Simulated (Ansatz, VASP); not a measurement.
**One calculation of LiBe, two programs**

```
Li Be
1.0
     2.80804    0.02159    0.00696
     0.02159    2.80129    0.00898
     0.00696    0.00898    2.80327
Li Be
1 1
Direct
  0.02485 0.03291 0.03548
  0.48283 0.49539 0.53260
```

Alike in both runs: task single point; functional r2SCAN; k mesh 7 × 7 × 7; occupations fermi-dirac, width 0.1 eV; no spin polarisation.

|  | VASP | Ansatz |
| --- | --- | --- |
| version | VASP 6.6.1 | Ansatz 0.2.0 |
| potentials or method | VASP PAW PBE potentials, release 64 (Li_sv, Be), cutoff 520 eV | plane waves, PAW |
| valence electrons in the cell | 5 | 5 |

VASP gave:

```
rms of the force components (eV/Å) : 0.438
```

Question: What did Ansatz give for the same quantities?

Answer: rms of the force components (eV/Å): 0.423.

VASP's potentials were made for PBE, not for r2SCAN. Atom by atom the forces differ by 0.016 eV/Å (rms over components). Ansatz's warnings: stress scf threshold loose.

Noted on VASP's run: the cutoff is under 1.25 times that of the potentials, so the pressure is a little rough.
